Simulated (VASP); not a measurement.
Runs of VASP 6.6.1 on Rh. The structure is that of space group Fd-3m (No. 227), or close to it. The cells are those of the table. 

```tsv
cell	k mesh	gap on the mesh (eV)	pressure (GPa)
a = 3.925 Å, angles 60.0°, 2 atoms	17 × 17 × 17	none	-2.4
a = 3.976 Å, angles 60.0°, 2 atoms	17 × 17 × 17	none	(b)
a = 3.899 Å, angles 60.0°, 2 atoms	17 × 17 × 17	none	0.0
a = 3.873 Å, angles 60.0°, 2 atoms	34 × 34 × 34	none	(a)
a = 3.951 Å, angles 60.0°, 2 atoms	17 × 17 × 17	none	-4.5
```

Alike in all rows: task single point; level PBE; potentials or basis VASP PAW PBE potentials, release 64 (Rh_pv); no spin polarisation; cutoff (eV) 520; smearing fermi-dirac 0.0612256 eV.

**Question.** Estimate the missing entries.

**Answer.** (a) 2.8; (b) -6.4.

A k mesh can miss the band edges, and the runs leave out spin-orbit coupling on Rh.

A gap of «none» marks levels without a gap at the run's occupations.
